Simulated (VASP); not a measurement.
# KF (Carobbiite) (Fm-3m) in VASP: notebook

KF (Carobbiite) is run at these levels: PBEsol; tasks: single point.

All numbers are computed with VASP 6.6.1; they aren't measurements. Logs are shortened: lines on timing, memory, paths and dates and some standing lists are left out, and cuts for length are marked.

## 1. The cell of the first run

Symmetry: Fm-3m, No. 225, cubic system. The conventional cell has a = 4.984 Å, b = 4.984 Å, c = 4.984 Å, α = 90.00°, β = 90.00°, γ = 90.00°. K (site symmetry m-3m) has 6 F at 2.49 Å within 3.3 Å. F (site symmetry m-3m) has 6 K at 2.49 Å within 3.3 Å.

## 2. Single point, PBEsol

INCAR

```
ALGO = Normal
EDIFF = 1E-7
ENCUT = 520
GGA = PS
ISIF = 2
ISMEAR = -1
LASPH = True
LCHARG = False
LREAL = False
LWAVE = False
NBANDS = 15
NELM = 60
PREC = Accurate
SIGMA = 0.05
```

KPOINTS

```
k-points
0
Gamma
  9 9 9
```

POSCAR

```
KF
1.0
    0.0000000000      2.4918266645      2.4918266645
    2.4918266645      0.0000000000      2.4918266645
    2.4918266645      2.4918266645      0.0000000000
K F
1 1
Direct
    0.0000000000      0.0000000000      0.0000000000
    0.5000000000      0.5000000000      0.5000000000
```

Potentials or basis: VASP PAW PBE potentials, release 64 (K_sv, F).

Command:

```console
$ cat potpaw_PBE.64/K_sv/POTCAR potpaw_PBE.64/F/POTCAR > POTCAR
$ mpirun -np 1 vasp_std > vasp.out
```

OUTCAR:

```text
EDIFF = 1E-7
   ENCUT = 520
   GGA = PS
   ISIF = 2
   ISMEAR = -1
   LASPH = True
   LREAL = False
   NELM = 60
   PREC = Accurate

 ion  position               nearest neighbor table
   1  0.000  0.000  0.000-   2 2.49   2 2.49   2 2.49   2 2.49   2 2.49   2 2.49
   2  0.500  0.500  0.500-   1 2.49   1 2.49   1 2.49   1 2.49   1 2.49   1 2.49

  LATTYP: Found a face centered cubic cell.
 ALAT       =     4.9836533290

  Lattice vectors:

 A1 = (   0.0000000000,   2.4918266645,   2.4918266645)
 A2 = (   2.4918266645,   0.0000000000,   2.4918266645)
 A3 = (   2.4918266645,   2.4918266645,   0.0000000000)

Analysis of symmetry for initial positions (statically):
=====================================================================
 Subroutine PRICEL returns:
 Original cell was already a primitive cell.

 Routine SETGRP: Setting up the symmetry group for a
 face centered cubic supercell.

 Subroutine GETGRP returns: Found 48 space group operations
[... 9 lines left out ...]

 Routine SETGRP: Setting up the symmetry group for a
 face centered cubic supercell.

 Subroutine GETGRP returns: Found 48 space group operations
[... 11 lines left out ...]
                                     Primitive cell

  volume of cell :      30.9445

  direct lattice vectors                    reciprocal lattice vectors
     0.000000000  2.491826665  2.491826665    -0.200656012  0.200656012  0.200656012
     2.491826665  0.000000000  2.491826665     0.200656012 -0.200656012  0.200656012
     2.491826665  2.491826665  0.000000000     0.200656012  0.200656012 -0.200656012

  length of vectors
     3.523975064  3.523975064  3.523975064     0.347546407  0.347546407  0.347546407

  position of ions in fractional coordinates (direct lattice)
     0.000000000  0.000000000  0.000000000
     0.500000000  0.500000000  0.500000000

  ion indices of the primitive-cell ions
   primitive index   ion index
                 1           1
                 2           2

----------------------------------------------------------------------------------------

 KPOINTS: k-points

Automatic generation of k-mesh.
 Grid dimensions read from file:
 generate k-points for:    9    9    9

 Generating k-lattice:

  Cartesian coordinates                     Fractional coordinates (reciprocal lattice)
    -0.022295112  0.022295112  0.022295112     0.111111111  0.000000000  0.000000000
     0.022295112 -0.022295112  0.022295112     0.000000000  0.111111111  0.000000000
     0.022295112  0.022295112 -0.022295112     0.000000000  0.000000000  0.111111111

  Length of vectors
     0.038616267  0.038616267  0.038616267

  Shift w.r.t. Gamma in fractional coordinates (k-lattice)
     0.000000000  0.000000000  0.000000000

 Subroutine IBZKPT returns following result:
 ===========================================

 Found     35 irreducible k-points:

 Following reciprocal coordinates:
            Coordinates               Weight
  0.000000  0.000000  0.000000      1.000000
  0.111111  0.000000  0.000000      8.000000
  0.222222  0.000000  0.000000      8.000000
  0.333333  0.000000  0.000000      8.000000
  0.444444  0.000000  0.000000      8.000000
  0.111111  0.111111  0.000000      6.000000
[... 16 lines left out ...]
 -0.333333  0.333333  0.000000     12.000000
  0.444444  0.444444  0.000000      6.000000
 [... further k-points ...]
   k-points           NKPTS =     35   k-points in BZ     NKDIM =     35   number of bands    NBANDS=     15
   number of dos      NEDOS =    301   number of ions     NIONS =      2
   total plane-waves  NPLWV =  21952
   dimension x,y,z NGX =    28 NGY =   28 NGZ =   28
   dimension x,y,z NGXF=    56 NGYF=   56 NGZF=   56
   ions per type =               1   1
   NGX,Y,Z   is equivalent  to a cutoff of  13.21, 13.21, 13.21 a.u.
   NGXF,Y,Z  is equivalent  to a cutoff of  26.42, 26.42, 26.42 a.u.
 SYSTEM =  unknown system
   PREC   = accura    normal or accurate (medium, high low for compatibility)
   ISTART =      0    job   : 0-new  1-cont  2-samecut
   ICHARG =      2    charge: 1-file 2-atom 10-const
   ISPIN  =      1    spin polarized calculation?
   LNONCOLLINEAR =      F non collinear calculations
   LSORBIT =      F    spin-orbit coupling
   LASPH  =      T    aspherical Exc in radial PAW
   ENCUT  =  520.0 eV  38.22 Ry    6.18 a.u.   6.55  6.55  6.55*2*pi/ulx,y,z
   NELM   =     60;   NELMIN=  2; NELMDL= -5     # of ELM steps
   EDIFF  = 0.1E-06   stopping-criterion for ELM
   LREAL  =      F    real-space projection
   EDIFFG = 0.1E-05   stopping-criterion for IOM
   NSW    =      0    number of steps for IOM
   IBRION =     -1    ionic relax: 0-MD 1-quasi-New 2-CG
   NFREE  =      0    steps in history (QN), initial steepest desc. (CG)
   ISIF   =      2    stress and relaxation
   ISYM   =      2    0-nonsym 1-usesym 2-fastsym
   POTIM  = 0.5000    time-step for ionic-motion
   TEBEG  =    0.0;   TEEND  =   0.0 temperature during run
   PSTRESS=    0.0 pullay stress
   NELECT =      16.0000    total number of electrons
   NUPDOWN=      -1.0000    fix difference up-down
   EMIN   =  10.00;   EMAX   =-10.00  energy-range for DOS
   EFERMI =   0.00;   METHOD = LEGACY
   ISMEAR =    -1;   SIGMA  =   0.05  broadening in eV -4-tet -1-fermi 0-gaus
   EFERMI_NEDOS =   21; number of points for ismear=-14 and -15
   IALGO  =     38    algorithm
   IMIX   =      4    mixing-type and parameters
     AMIX     =   0.40;   BMIX     =  1.00
     AMIX_MAG =   1.60;   BMIX_MAG =  1.00
  volume/ion in A,a.u.               =      15.47       104.41
  Fermi-wavevector in a.u.,A,eV,Ry     =   1.313975  2.483052 23.490860  1.726529
  Thomas-Fermi vector in A             =   2.444260
   LORBIT       =      0    0 simple, 1 ext, 2 COOP (PROOUT), +10 PAW based schemes
   GGA     = PS    functional components
   LHFCALC =     F    Hartree Fock is set to
   AEXX    =    0.0000 exact exchange contribution
   IVDW    =     0    specifies the selected vdW correction
   LEPSILON=     F    determine dielectric tensor
   LRPA    =     F    only Hartree local field effects (RPA)
 non-spin polarized calculation
  energy-cutoff  :      520.00
  volume of cell :       30.94
 maximum number of plane-waves:       869
 NGX is ok and might be reduce to    28
   NGX = 13   NGY = 13   NGZ = 13

 number of electron      15.9999997 magnetization

 Free energy of the ion-electron system (eV)
  ---------------------------------------------------
  ext. energy  EPLUGINS =         0.00000000
  ---------------------------------------------------
  free energy    TOTEN  =        -8.33812612 eV

  energy without entropy =       -8.33812612  energy(sigma->0) =       -8.33812612

 E-fermi :  -1.0433     XC(G=0):  -9.6638

 val. band max:       -2.2235948183   @ k =   0.4444   0.4444   0.0000
 cond. band min:       4.9677002567   @ k =   0.0000   0.0000   0.0000
 fundamental gap:      7.1912950750
 Fermi energy:        -1.0433164338

 k-point     1 :       0.0000    0.0000    0.0000
  band No.  band energies     occupation
      1     -27.7412      2.00000
      2     -20.8724      2.00000
      3     -10.8134      2.00000
      4     -10.8134      2.00000
      5     -10.8134      2.00000
      6      -2.2441      2.00000
      7      -2.2441      2.00000
      8      -2.2441      2.00000
      9       4.9677      0.00000
     10       8.8871      0.00000
     11       8.8871      0.00000
     12       8.8871      0.00000
     13      10.8859      0.00000
     14      10.8859      0.00000
     15      15.7663      0.00000

 k-point     2 :       0.1111    0.0000    0.0000
  band No.  band energies     occupation
      1     -27.7118      2.00000
      2     -20.9047      2.00000
      3     -10.8622      2.00000
      4     -10.8188      2.00000
      5     -10.8188      2.00000
      6      -2.4009      2.00000
      7      -2.3167      2.00000
      8      -2.3167      2.00000
      9       5.3848      0.00000
     10       8.6629      0.00000
     11       9.0989      0.00000
     12       9.0989      0.00000
     13      11.0636      0.00000
     14      11.0636      0.00000
     15      16.5327      0.00000

 k-point     3 :       0.2222    0.0000    0.0000
  band No.  band energies     occupation
      1     -27.6358      2.00000
      2     -20.9890      2.00000
      3     -10.9845      2.00000
      4     -10.8324      2.00000
      5     -10.8324      2.00000
      6      -2.7533      2.00000
      7      -2.4955      2.00000
      8      -2.4955      2.00000
      9       6.4142      0.00000
     10       8.3753      0.00000
     11       9.6611      0.00000
     12       9.6611      0.00000
     13      11.5765      0.00000
     14      11.5765      0.00000
     15      18.0798      0.00000

 k-point     4 :       0.3333    0.0000    0.0000
  band No.  band energies     occupation
      1     -27.5465      2.00000
      2     -21.0885      2.00000
      3     -11.1215      2.00000
      4     -10.8472      2.00000
      5     -10.8472      2.00000
      6      -3.1006      2.00000
      7      -2.6908      2.00000
      8      -2.6908      2.00000
      9       7.3149      0.00000
     10       8.7287      0.00000
     11      10.3238      0.00000
     12      10.3238      0.00000
     13      12.4029      0.00000
     14      12.4029      0.00000
     15      17.9337      0.00000
[... 307 lines left out ...]
 k-point    22 :      -0.4444    0.3333    0.0000
  band No.  band energies     occupation
      1     -27.4331      2.00000
      2     -21.0530      2.00000
      3     -11.7074      2.00000
      4     -11.2151      2.00000
      5     -11.1102      2.00000
      6      -2.5926      2.00000
      7      -2.4520      2.00000
      8      -2.3526      2.00000
      9       6.8280      0.00000
     10       9.4002      0.00000
     11      10.1745      0.00000
     12      12.2931      0.00000
     13      12.9790      0.00000
     14      14.8041      0.00000
     15      15.1296      0.00000

 k-point    23 :      -0.3333    0.3333    0.0000
  band No.  band energies     occupation
      1     -27.4352      2.00000
      2     -21.0864      2.00000
      3     -11.5983      2.00000
      4     -11.2039      2.00000
      5     -11.0125      2.00000
      6      -2.8645      2.00000
      7      -2.6346      2.00000
      8      -2.3070      2.00000
      9       7.5900      0.00000
     10       8.8967      0.00000
     11      10.3775      0.00000
     12      12.0534      0.00000
     13      12.6745      0.00000
     14      14.5145      0.00000
     15      16.5900      0.00000

 k-point    24 :       0.4444    0.4444    0.0000
  band No.  band energies     occupation
      1     -27.4402      2.00000
      2     -20.9986      2.00000
      3     -11.8482      2.00000
      4     -11.2164      2.00000
      5     -11.2164      2.00000
      6      -2.3335      2.00000
      7      -2.2236      2.00000
      8      -2.2236      2.00000
      9       5.9500      0.00000
     10       9.0468      0.00000
     11      11.1784      0.00000
     12      12.4172      0.00000
     13      13.1547      0.00000
     14      13.1547      0.00000
     15      16.3866      0.00000

 [... further k-points ...]
[... 5 lines left out ...]
  --------------------------------------------------------------------------------------
  -------------------------------------------------------------------------------------
  Total        1.9975198      1.9975198      1.9975198      0.0000000     -0.0000000      0.0000000
  in kB      103.4232518    103.4232518    103.4232518      0.0000000     -0.0000000      0.0000000
  external PRESSURE =     103.4232518 kB  Pullay stress =       0.0000000 kB

 VOLUME and BASIS-vectors are now :
 -----------------------------------------------------------------------------
  energy-cutoff  :      520.00
  volume of cell :       30.94
      direct lattice vectors                 reciprocal lattice vectors
     0.000000000  2.491826665  2.491826665    -0.200656012  0.200656012  0.200656012
     2.491826665  0.000000000  2.491826665     0.200656012 -0.200656012  0.200656012
     2.491826665  2.491826665  0.000000000     0.200656012  0.200656012 -0.200656012

 POSITION                                       TOTAL-FORCE (eV/Angst)
 -----------------------------------------------------------------------------------
      0.00000      0.00000      0.00000         0.000000     -0.000000      0.000000
      2.49183      2.49183      2.49183         0.000000      0.000000     -0.000000
 -----------------------------------------------------------------------------------
    total drift:                                0.000000      0.000000      0.000000

  FREE ENERGIE OF THE ION-ELECTRON SYSTEM (eV)
  ---------------------------------------------------
  free  energy   TOTEN  =        -8.3381261173 eV

  energy  without entropy=       -8.3381261173  energy(sigma->0) =       -8.33812612
```

Wall time 8.9 s (1 thread of Intel Xeon 6975P-C (Granite Rapids), shared host); peak memory 0.16 GiB.

Results:

| Quantity | Value |
| --- | --- |
| Free energy | -8.3381 eV |
| Pressure | 10.3 GPa |
| Band gap on the k mesh | 7.19 eV, indirect (least direct gap 7.21 eV) |

Caveat: the PAW data sets were made with another functional, which shifts forces and pressure a little.

## 3. Single point, PBEsol

This run uses another cell than the first one, of 16.67 Å³/atom, 1.078 times its volume.

INCAR

```
PREC = Accurate
ENCUT = 520
EDIFF = 1E-7
ISMEAR = -1
SIGMA = 0.05
LREAL = False
LASPH = True
NELM = 60
ALGO = Normal
ISIF = 2
LWAVE = False
LCHARG = False
GGA = PS
NBANDS = 15
```

KPOINTS

```
Automatic mesh
0
Gamma
  9 9 9
```

POSCAR

```
KF
1.0
    0.0000000000      2.5547233117      2.5547233117
    2.5547233117      0.0000000000      2.5547233117
    2.5547233117      2.5547233117      0.0000000000
K F
1 1
Direct
    0.0000000000      0.0000000000      0.0000000000
    0.5000000000      0.5000000000      0.5000000000
```

Potentials or basis: VASP PAW PBE potentials, release 64 (K_sv, F).

Command:

```console
$ cat potpaw_PBE.64/K_sv/POTCAR potpaw_PBE.64/F/POTCAR > POTCAR
$ mpirun -np 1 vasp_std > vasp.out
```

It took 8.5 s on 1 thread of Intel Xeon 6975P-C (Granite Rapids), shared host; peak memory 0.16 GiB.

It converged, with:

| Property | Result |
| --- | --- |
| Free energy | -8.4558 eV |
| Pressure | 5.2 GPa |
| Band gap on the k mesh | 6.75 eV, direct |

Levels at points of the mesh, in eV from the valence-band top:
| k point | band 4 | band 5 | band 6 | band 7 | band 8 | band 9 | band 10 | band 11 | band 12 | band 13 |
| --- | --- | --- | --- | --- | --- | --- | --- | --- | --- | --- |
| (0.00, 0.00, 0.00) | -8.81 | -8.81 | 0.00 | 0.00 | 0.00 | 6.75 | 10.97 | 10.97 | 10.97 | 12.84 |

Caveat: the PAW data sets were made with another functional, which shifts forces and pressure a little. PBEsol gaps usually lie below the measured ones, often by a third to a half.

## 4. Single point, PBEsol

This run uses another cell than the first one, of 18.70 Å³/atom, 1.209 times its volume.

INCAR

```
SYSTEM = KF
PREC = Accurate ; ENCUT = 520
EDIFF = 1E-6 ; ISMEAR = -1
SIGMA = 0.05 ; LREAL = .FALSE.
LASPH = .TRUE. ; NELM = 100
ALGO = Normal ; ISIF = 2
LWAVE = .FALSE. ; LCHARG = .TRUE.
GGA = PS ; LELF = .TRUE.
LVHAR = .TRUE. ; NBANDS = 15
```

KPOINTS

```
regular mesh
0
G
  9 9 9
  0 0 0
```

POSCAR

```
KF
1.0
    0.0000000000      2.6542187445      2.6542187445
    2.6542187445      0.0000000000      2.6542187445
    2.6542187445      2.6542187445      0.0000000000
K F
1 1
Direct
    0.0000000000      0.0000000000      0.0000000000
    0.5000000000      0.5000000000      0.5000000000
```

Command:

```console
$ cat potpaw_PBE.64/K_sv/POTCAR potpaw_PBE.64/F/POTCAR > POTCAR
$ mpirun -np 1 vasp_std > vasp.out
```

Run time: 8.6 s. Hardware: 1 thread of Intel Xeon 6975P-C (Granite Rapids), shared host; peak memory 0.16 GiB.

It converged, with:

```
Free energy            : -8.5201 eV
Pressure               : 0.0 GPa
Band gap on the k mesh : 6.13 eV, direct
```

Levels at points of the mesh, in eV from the valence-band top:
```tsv
k point	band 4	band 5	band 6	band 7	band 8	band 9	band 10	band 11	band 12	band 13
(0.00, 0.00, 0.00)	-9.21	-9.21	0.00	0.00	0.00	6.13	10.69	10.69	10.69	12.39
```

Caveat: the PAW data sets were made with another functional, which shifts forces and pressure a little. A k mesh can miss the band edges.

## 5. The runs side by side

```tsv
cell	gap on the mesh (eV)	pressure (GPa)
a = 3.524 Å, angles 60.0°, 2 atoms	7.19	10.3
a = 3.613 Å, angles 60.0°, 2 atoms	6.75	5.2
a = 3.754 Å, angles 60.0°, 2 atoms	6.13	0.0
```

Alike in all rows: task single point; level PBEsol; potentials or basis VASP PAW PBE potentials, release 64 (K_sv, F); no spin polarisation; k mesh 9 × 9 × 9; cutoff (eV) 520; smearing fermi-dirac 0.05 eV.

Caveats: the PAW data sets were made with another functional, which shifts forces and pressure a little.

Total energies depend on the potentials used, so only differences within one code and one set of settings carry meaning.
